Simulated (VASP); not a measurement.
# Sc2Br in VASP: notebook

Sc2Br is run at these levels: PBE; tasks: single point.

All numbers are computed with VASP 6.6.1; they aren't measurements. Logs are shortened: lines on timing, memory, paths and dates and some standing lists are left out, and cuts for length are marked.

### Step 1. The cell of the first run

The typed cell holds 6 atoms: a = 6.203 Å, b = 6.203 Å, c = 6.203 Å, α = 103.71°, β = 103.71°, γ = 121.75°.

The cell was generated, and may not be a known phase.

### Step 2. Single point, PBE

Input file INCAR:

```
SYSTEM = Sc2Br
ALGO = Normal ; EDIFF = 1E-7
ENCUT = 520 ; GGA = PE
ISIF = 2 ; ISMEAR = 0
LASPH = .True. ; LCHARG = .False.
LREAL = .False. ; LWAVE = .False.
NBANDS = 38 ; NELM = 80
PREC = Accurate ; SIGMA = 0.1
```

Input file KPOINTS:

```
k-points
0
Gamma
  4 4 4
  0 0 0
```

Input file POSCAR:

```
Sc2Br
1.0
   -3.8317524404      3.8317524404      3.0195110491
    3.8317524404     -3.8317524404      3.0195110491
    3.8317524404      3.8317524404     -3.0195110491
Sc Br
4 2
Direct
    0.2994602735      0.0000651327      0.2993951408
    0.7006699919      0.0000651327      0.7006048592
    0.9999348673      0.7005397265      0.7006048592
    0.9999348673      0.2993300081      0.2993951408
    0.7444874718      0.7444874718      0.0000000000
    0.2555125282      0.2555125282      0.0000000000
```

Potentials or basis: VASP PAW PBE potentials, release 64 (Sc_sv, Br).

On the command line:

```sh
$ cat potpaw_PBE.64/Sc_sv/POTCAR potpaw_PBE.64/Br/POTCAR > POTCAR
$ mpirun -np 1 vasp_std > vasp.out
```

OUTCAR:

```text
SYSTEM = Sc2Br
   EDIFF = 1E-7
   ENCUT = 520
   GGA = PE
   ISIF = 2
   ISMEAR = 0
   LASPH = .True.
   LREAL = .False.
   NELM = 80
   PREC = Accurate

 ion  position               nearest neighbor table
   1  0.299  0.000  0.299-   6 2.76   5 2.77   2 3.07   3 3.24   4 3.24
   2  0.701  0.000  0.701-   6 2.76   5 2.77   1 3.07   3 3.24   4 3.24
   3  1.000  0.701  0.701-   5 2.76   6 2.77   4 3.07   1 3.24   2 3.24
   4  1.000  0.299  0.299-   5 2.76   6 2.77   3 3.07   2 3.24   1 3.24
   5  0.744  0.744  0.000-   4 2.76   3 2.76   2 2.77   1 2.77
   6  0.256  0.256  0.000-   1 2.76   2 2.76   3 2.77   4 2.77

  LATTYP: Found a body centered tetragonal cell.
 ALAT       =     7.6635048808
 C/A-ratio  =     0.7880235208

  Lattice vectors:

 A1 = (  -3.8317524404,   3.8317524404,   3.0195110491)
 A2 = (   3.8317524404,  -3.8317524404,   3.0195110491)
 A3 = (   3.8317524404,   3.8317524404,  -3.0195110491)

Analysis of symmetry for initial positions (statically):
=====================================================================
 Subroutine PRICEL returns:
 Original cell was already a primitive cell.

 Routine SETGRP: Setting up the symmetry group for a
 body centered tetragonal supercell.

 Subroutine GETGRP returns: Found  8 space group operations
 (whereof  8 operations were pure point group operations)
 out of a pool of 16 trial point group operations.

The static configuration has the point symmetry D_2d.

Analysis of symmetry for dynamics (positions and initial velocities):
=====================================================================
 Subroutine PRICEL returns:
 Original cell was already a primitive cell.

 Routine SETGRP: Setting up the symmetry group for a
 body centered tetragonal supercell.

 Subroutine GETGRP returns: Found  8 space group operations
 (whereof  8 operations were pure point group operations)
 out of a pool of 16 trial point group operations.

The dynamic configuration has the point symmetry D_2d.

 Subroutine INISYM returns: Found  8 space group operations
 (whereof  8 operations are pure point group operations),
 and found     1 'primitive' translations

----------------------------------------------------------------------------------------

                                     Primitive cell

  volume of cell :     177.3338

  direct lattice vectors                    reciprocal lattice vectors
    -3.831752440  3.831752440  3.019511049     0.000000000  0.130488597  0.165589724
     3.831752440 -3.831752440  3.019511049     0.130488597  0.000000000  0.165589724
     3.831752440  3.831752440 -3.019511049     0.130488597  0.130488597  0.000000000

  length of vectors
     6.203394273  6.203394273  6.203394273     0.210825118  0.210825118  0.184538744

  position of ions in fractional coordinates (direct lattice)
     0.299460274  0.000065133  0.299395141
     0.700669992  0.000065133  0.700604859
     0.999934867  0.700539726  0.700604859
     0.999934867  0.299330008  0.299395141
     0.744487472  0.744487472  0.000000000
     0.255512528  0.255512528  0.000000000

  ion indices of the primitive-cell ions
   primitive index   ion index
                 1           1
                 2           2
                 3           3
                 4           4
                 5           5
                 6           6

----------------------------------------------------------------------------------------

 KPOINTS: k-points

Automatic generation of k-mesh.
 Grid dimensions read from file:
 generate k-points for:    4    4    4

 Generating k-lattice:

  Cartesian coordinates                     Fractional coordinates (reciprocal lattice)
     0.000000000  0.032622149  0.041397431     0.250000000 -0.000000000  0.000000000
     0.032622149  0.000000000  0.041397431    -0.000000000  0.250000000  0.000000000
     0.032622149  0.032622149  0.000000000     0.000000000  0.000000000  0.250000000

  Length of vectors
     0.052706280  0.052706280  0.046134686

  Shift w.r.t. Gamma in fractional coordinates (k-lattice)
     0.000000000  0.000000000  0.000000000

 Subroutine IBZKPT returns following result:
 ===========================================

 Found     13 irreducible k-points:

 Following reciprocal coordinates:
            Coordinates               Weight
  0.000000  0.000000  0.000000      1.000000
  0.250000  0.000000 -0.000000      8.000000
  0.500000  0.000000 -0.000000      4.000000
  0.250000  0.250000 -0.000000      8.000000
  0.500000  0.250000 -0.000000     16.000000
 -0.250000  0.250000  0.000000      4.000000
  0.500000  0.500000 -0.000000      2.000000
  0.250000  0.250000  0.250000      2.000000
 -0.250000  0.250000  0.250000      4.000000
  0.500000  0.500000  0.250000      4.000000
 -0.250000  0.500000  0.250000      8.000000
 -0.250000 -0.250000  0.250000      2.000000
  0.500000  0.500000  0.500000      1.000000
   k-points           NKPTS =     13   k-points in BZ     NKDIM =     13   number of bands    NBANDS=     38
   number of dos      NEDOS =    301   number of ions     NIONS =      6
   total plane-waves  NPLWV = 110592
   dimension x,y,z NGX =    48 NGY =   48 NGZ =   48
   dimension x,y,z NGXF=    96 NGYF=   96 NGZF=   96
   ions per type =               4   2
   NGX,Y,Z   is equivalent  to a cutoff of  12.86, 12.86, 12.86 a.u.
   NGXF,Y,Z  is equivalent  to a cutoff of  25.73, 25.73, 25.73 a.u.
 SYSTEM =  Sc2Br
   PREC   = accura    normal or accurate (medium, high low for compatibility)
   ISTART =      0    job   : 0-new  1-cont  2-samecut
   ICHARG =      2    charge: 1-file 2-atom 10-const
   ISPIN  =      1    spin polarized calculation?
   LNONCOLLINEAR =      F non collinear calculations
   LSORBIT =      F    spin-orbit coupling
   LASPH  =      T    aspherical Exc in radial PAW
   ENCUT  =  520.0 eV  38.22 Ry    6.18 a.u.  11.53 11.53 11.53*2*pi/ulx,y,z
   NELM   =     80;   NELMIN=  2; NELMDL= -5     # of ELM steps
   EDIFF  = 0.1E-06   stopping-criterion for ELM
   LREAL  =      F    real-space projection
   EDIFFG = 0.1E-05   stopping-criterion for IOM
   NSW    =      0    number of steps for IOM
   IBRION =     -1    ionic relax: 0-MD 1-quasi-New 2-CG
   NFREE  =      0    steps in history (QN), initial steepest desc. (CG)
   ISIF   =      2    stress and relaxation
   ISYM   =      2    0-nonsym 1-usesym 2-fastsym
   POTIM  = 0.5000    time-step for ionic-motion
   TEBEG  =    0.0;   TEEND  =   0.0 temperature during run
   PSTRESS=    0.0 pullay stress
   NELECT =      58.0000    total number of electrons
   NUPDOWN=      -1.0000    fix difference up-down
   EMIN   =  10.00;   EMAX   =-10.00  energy-range for DOS
   EFERMI =   0.00;   METHOD = LEGACY
   ISMEAR =     0;   SIGMA  =   0.10  broadening in eV -4-tet -1-fermi 0-gaus
   EFERMI_NEDOS =   21; number of points for ismear=-14 and -15
   IALGO  =     38    algorithm
   IMIX   =      4    mixing-type and parameters
     AMIX     =   0.40;   BMIX     =  1.00
     AMIX_MAG =   1.60;   BMIX_MAG =  1.00
  volume/ion in A,a.u.               =      29.56       199.45
  Fermi-wavevector in a.u.,A,eV,Ry     =   1.127943  2.131502 17.310073  1.272254
  Thomas-Fermi vector in A             =   2.264631
   LORBIT       =      0    0 simple, 1 ext, 2 COOP (PROOUT), +10 PAW based schemes
   GGA     = PE    functional components
   LHFCALC =     F    Hartree Fock is set to
   AEXX    =    0.0000 exact exchange contribution
   IVDW    =     0    specifies the selected vdW correction
   LEPSILON=     F    determine dielectric tensor
   LRPA    =     F    only Hartree local field effects (RPA)
 non-spin polarized calculation
 Gauss-broadening in eV      SIGMA  =   0.10
  energy-cutoff  :      520.00
  volume of cell :      177.33
 maximum number of plane-waves:      4804
 NGX is ok and might be reduce to    48
   NGX = 23   NGY = 23   NGZ = 23

 number of electron      57.9999997 magnetization

 Free energy of the ion-electron system (eV)
  ---------------------------------------------------
  ext. energy  EPLUGINS =         0.00000000
  ---------------------------------------------------
  free energy    TOTEN  =       -27.97060813 eV

  energy without entropy =      -27.91093671  energy(sigma->0) =      -27.94077242

 E-fermi :   3.2383     XC(G=0):  -8.8638

 val. band max:        3.2340165920   @ k =   0.5000   0.2500  -0.0000
 cond. band min:       3.2477910502   @ k =  -0.2500   0.5000   0.2500
 fundamental gap:      0.0137744582
 Fermi energy:         3.2383042213

 k-point     1 :       0.0000    0.0000    0.0000
  band No.  band energies     occupation
      1     -46.9544      2.00000
      2     -46.9252      2.00000
      3     -46.9207      2.00000
      4     -46.9207      2.00000
      5     -25.6778      2.00000
      6     -25.6413      2.00000
[... 30 lines left out ...]
     37       4.7033      0.00000
     38       4.8263      0.00000

 k-point     2 :       0.2500    0.0000   -0.0000
  band No.  band energies     occupation
      1     -46.9512      2.00000
      2     -46.9318      2.00000
      3     -46.9207      2.00000
      4     -46.9173      2.00000
      5     -25.6657      2.00000
      6     -25.6425      2.00000
[... 30 lines left out ...]
     37       4.6433      0.00000
     38       4.7586      0.00000

 k-point     3 :       0.5000    0.0000   -0.0000
  band No.  band energies     occupation
      1     -46.9450      2.00000
      2     -46.9396      2.00000
      3     -46.9207      2.00000
      4     -46.9156      2.00000
      5     -25.6459      2.00000
      6     -25.6453      2.00000
[... 30 lines left out ...]
     37       4.6746      0.00000
[... 330 lines left out ...]
 k-point    12 :      -0.2500   -0.2500    0.2500
  band No.  band energies     occupation
      1     -46.9510      2.00000
      2     -46.9285      2.00000
      3     -46.9207      2.00000
      4     -46.9207      2.00000
      5     -25.6780      2.00000
      6     -25.6329      2.00000
[... 30 lines left out ...]
     37       4.1543      0.00000
     38       4.9987      0.00000

 k-point    13 :       0.5000    0.5000    0.5000
  band No.  band energies     occupation
      1     -46.9477      2.00000
      2     -46.9318      2.00000
      3     -46.9208      2.00000
      4     -46.9208      2.00000
      5     -25.6749      2.00000
      6     -25.6589      2.00000
[... 30 lines left out ...]
     37       4.4421      0.00000
     38       4.8126      0.00000

------------------------ aborting loop because EDIFF is reached ----------------------------------------

  FORCE on cell =-STRESS in cart. coord.  units (eV):
  Direction    XX          YY          ZZ          XY          YZ          ZX
  --------------------------------------------------------------------------------------
  -------------------------------------------------------------------------------------
  Total       -0.0068950     -0.0068950      0.0042762      0.0000000      0.0000000      0.0000000
  in kB       -0.0622951     -0.0622951      0.0386343      0.0000000      0.0000000      0.0000000
  external PRESSURE =      -0.0286520 kB  Pullay stress =       0.0000000 kB

 VOLUME and BASIS-vectors are now :
 -----------------------------------------------------------------------------
  energy-cutoff  :      520.00
  volume of cell :      177.33
      direct lattice vectors                 reciprocal lattice vectors
    -3.831752440  3.831752440  3.019511049     0.000000000  0.130488597  0.165589724
     3.831752440 -3.831752440  3.019511049     0.130488597  0.000000000  0.165589724
     3.831752440  3.831752440 -3.019511049     0.130488597  0.130488597  0.000000000

 POSITION                                       TOTAL-FORCE (eV/Angst)
 -----------------------------------------------------------------------------------
      0.00000      2.29442      0.00039        -0.000000      0.005238     -0.000716
     -0.00000      5.36909      0.00039        -0.000000     -0.005238     -0.000716
      1.53734      3.83175      3.01912        -0.005238     -0.000000      0.000716
     -1.53734      3.83175      3.01912         0.005238     -0.000000      0.000716
      0.00000      0.00000      4.49598         0.000000     -0.000000     -0.005729
      0.00000      0.00000      1.54305         0.000000     -0.000000      0.005729
 -----------------------------------------------------------------------------------
    total drift:                                0.000000     -0.000000     -0.000000

  FREE ENERGIE OF THE ION-ELECTRON SYSTEM (eV)
  ---------------------------------------------------
  free  energy   TOTEN  =       -27.9706081330 eV

  energy  without entropy=      -27.9109367072  energy(sigma->0) =      -27.94077242
```

It took 75 s on 1 thread of Intel Xeon Platinum 8559C (Emerald Rapids), shared host; peak memory 0.34 GiB.

What came out:

```
Free energy            : -27.9706 eV
Pressure               : 0.0 GPa
Largest force          : 0.006 eV/Å
Band gap on the k mesh : zero (bands 29 and 30 overlap by 0.54 eV)
```

Forces on the atoms (eV/Å):
```
Sc   0.000  0.005 -0.001
Sc   0.000 -0.005 -0.001
Sc  -0.005  0.000  0.001
Sc   0.005  0.000  0.001
Br   0.000  0.000 -0.006
Br   0.000  0.000  0.006
```

Levels at points of the mesh, in eV from the Fermi level:
```csv
k point,band 27,band 28,band 29,band 30,band 31,band 32
"(0.00, 0.00, 0.00)",-0.38,0.02,0.31,0.47,0.47,0.59
"(0.50, 0.00, 0.00)",-0.36,-0.21,-0.16,0.11,0.16,0.66
"(0.50, 0.50, 0.00)",-0.69,-0.47,-0.45,-0.01,0.09,0.10
"(0.50, 0.50, 0.50)",-0.39,-0.33,-0.27,-0.14,0.23,0.23
```

[end of part 1 of 2]
